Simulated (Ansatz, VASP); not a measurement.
Zr: VASP beside Ansatz

```xyz
4
Lattice="1.5898 -5.4750 0.0000 1.5898 5.4750 0.0000 0.0000 0.0000 5.4146" Properties=species:S:1:pos:R:3 pbc="T T T"
Zr    1.5898    4.0059    5.4143
Zr    1.5898   -1.4691    2.7076
Zr    1.5898   -4.0059    0.0003
Zr    1.5898    1.4691    2.7070
```

Alike in both runs: functional PBE; k mesh 6 × 6 × 4; occupations gaussian, width 0.1 eV; no spin polarisation.

Ansatz relaxed the structure, and its values are those at the end. VASP's run is a single point on that final structure, the one shown.

|  | VASP | Ansatz |
| --- | --- | --- |
| version | VASP 6.6.1 | Ansatz 0.2.0 |
| potentials or method | VASP PAW PBE potentials, release 64 (Zr_sv), cutoff 520 eV | scalar-relativistic, plane waves, PAW |
| valence electrons in the cell | 48 | 48 |

VASP gave:

| Property | Result |
| --- | --- |
| gap on the k mesh at the Fermi level (eV) | none |
| pressure (GPa) | 0.2 |
| rms of the force components (eV/Å) | 0.011 |

Q: Estimate Ansatz's values.

A: gap on the k mesh at the Fermi level (eV): none; pressure (GPa): 0.2; rms of the force components (eV/Å): 0.012.

A gap of «none» marks a metal or a gap that the smearing closes. The functional is the same, so the differences come from potentials, cutoffs and numerics.
